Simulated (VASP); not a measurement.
Write the native input for VASP 6.6.1 that does the following.

- Task: single point
- Functional: r2SCAN
- Potentials or basis: VASP PAW PBE potentials, release 64 (Lu, H)
- Cutoff: 520 eV
- k mesh: 14 × 14 × 14
- Occupations: gaussian, width 0.05 eV
- Spin: no spin polarisation
- Dipole correction: no
- Further INCAR settings: ALGO = Normal; EDIFF = 1e-07; NBANDS = 20

The system is LuH2.

```
CELL_PARAMETERS angstrom
0.00000 2.52928 2.52928
2.52928 0.00000 2.52928
2.52928 2.52928 0.00000
ATOMIC_POSITIONS crystal
Lu 0.00000 0.00000 0.00000
H 0.25000 0.25000 0.25000
H 0.75000 0.75000 0.75000
```

These files were run (other wordings do the same):

POSCAR

```
LuH2
1.0
    0.0000000000      2.5292763173      2.5292763173
    2.5292763173      0.0000000000      2.5292763173
    2.5292763173      2.5292763173      0.0000000000
Lu H
1 2
Direct
    0.0000000000      0.0000000000      0.0000000000
    0.2500000000      0.2500000000      0.2500000000
    0.7500000000      0.7500000000      0.7500000000
```

INCAR.step1

```
PREC = Accurate ; ENCUT = 520
ISMEAR = 0 ; SIGMA = 0.05
LREAL = False ; LASPH = True
NELM = 80 ; NBANDS = 20
GGA = PE ; ALGO = Normal
EDIFF = 1E-4 ; LWAVE = True
LCHARG = False
```

INCAR.step2

```
PREC = Accurate ; ENCUT = 520
EDIFF = 1E-7 ; ISMEAR = 0
SIGMA = 0.05 ; LREAL = False
LASPH = True ; NELM = 80
ALGO = Normal ; ISIF = 2
LWAVE = False ; LCHARG = False
METAGGA = R2SCAN ; LMIXTAU = True
NBANDS = 20 ; ISTART = 1
```

KPOINTS

```
Automatic mesh
0
Gamma
  14 14 14
```

Potentials or basis: VASP PAW PBE potentials, release 64 (Lu, H).

Launch:

```console
$ cat potpaw_PBE.64/Lu/POTCAR potpaw_PBE.64/H/POTCAR > POTCAR
$ cp INCAR.step1 INCAR
$ mpirun -np 1 vasp_std > vasp.out
$ cp INCAR.step2 INCAR
$ mpirun -np 1 vasp_std > vasp.out
```

It gave:

| Quantity | Value |
| --- | --- |
| Pressure | -3.0 GPa |
| Band gap on the k mesh | zero (an odd number of electrons rules out a gap without spin polarisation) |

Caveat: the cell stands under tension; the PAW data sets were made with another functional, which shifts forces and pressure a little; spin-orbit coupling is left out, which moves the levels of the heavy elements.

Run time: 4.1 min on 1 thread of AMD EPYC 9R45 96-Core Processor (Zen 5), on a shared host, peak memory 0.2 GiB.
